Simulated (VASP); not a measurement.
A run of VASP 6.6.1 is set up as follows.

INCAR

```
SYSTEM = AlN
PREC = Accurate
ENCUT = 520
EDIFF = 1E-8
ISMEAR = 0
SIGMA = 0.01
LREAL = .False.
LASPH = .True.
NELM = 100
ALGO = Normal
ISIF = 2
LWAVE = .False.
LCHARG = .False.
METAGGA = R2SCAN
LMIXTAU = .True.
LCALCEPS = .True.
```

The input KPOINTS:

```
regular mesh
0
Gamma
  8 8 8
  0 0 0
```

Contents of POSCAR:

```
AlN
1.0
    0.0000000000      2.2722714690      2.2722714690
    2.2722714690      0.0000000000      2.2722714690
    2.2722714690      2.2722714690      0.0000000000
Al N
1 1
Direct
    0.0000000000      0.0000000000      0.0000000000
    0.2500000000      0.2500000000      0.2500000000
```

Potentials or basis: VASP PAW PBE potentials, release 64 (Al, N).

Run with:

```bash
$ cat potpaw_PBE.64/Al/POTCAR potpaw_PBE.64/N/POTCAR > POTCAR
$ mpirun -np 1 vasp_std > vasp.out
```

**Question.** Estimate the electronic dielectric tensor (diagonal).

**Answer.** 4.47.

**Question.** Predict the Born charges (mean of the diagonal).

**Answer.** Al +2.54; N -2.54 e.

**Question.** What does it give for the band gap on the k mesh?

**Answer.** 3.82 eV, direct.

Born effective charge tensors (e):
atom 1, Al
```
2.54 0.00 0.00
0.00 2.54 0.00
0.00 0.00 2.54
```
atom 2, N
```
-2.54  0.00  0.00
 0.00 -2.54  0.00
 0.00  0.00 -2.54
```

Caveat: the cell differs from its parent crystal (strain +4.0%). A k mesh can miss the band edges.
